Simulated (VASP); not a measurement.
A run of VASP 6.6.1 is set up as follows.

Contents of INCAR:

```
ALGO = Normal ; EDIFF = 1E-8
ENCUT = 520 ; ISIF = 2
ISMEAR = -1 ; LASPH = T
LCHARG = F ; LEFG = T
LREAL = F ; LWAVE = F
NBANDS = 16 ; NELM = 80
PREC = Accurate ; SIGMA = 0.01
```

KPOINTS

```
k-points
0
Gamma
  8 8 8
```

The input POSCAR:

```
YS
1.0
    0.0000000000      2.7436500000      2.6887770000
    2.7436500000      0.0000000000      2.6887770000
    2.7436500000      2.7436500000      0.0000000000
Y S
1 1
Direct
    0.5000000000      0.5000000000      0.5000000000
    0.0000000000      0.0000000000      0.0000000000
```

Potentials or basis: VASP PAW LDA potentials, release 64 (Y_sv, S).

Run with:

```bash
$ cat potpaw_LDA.64/Y_sv/POTCAR potpaw_LDA.64/S/POTCAR > POTCAR
$ mpirun -np 1 vasp_std > vasp.out
```

**Question.** Predict the band gap on the k mesh.

**Answer.** Zero (an odd number of electrons rules out a gap without spin polarisation).

**Question.** What does it give for the pressure?

**Answer.** -1.7 GPa.

Electric field gradients, principal values (V/Å²):
```tsv
atom	least	middle	greatest (by size)
1 Y	11.004	11.004	-22.008
2 S	4.843	4.843	-9.685
```

Caveat: the cell differs from its parent crystal (zz strain of -2 %); without QUAD_EFG the Cq values of the log hold for a quadrupole moment of 1 mb, not for the nuclei.
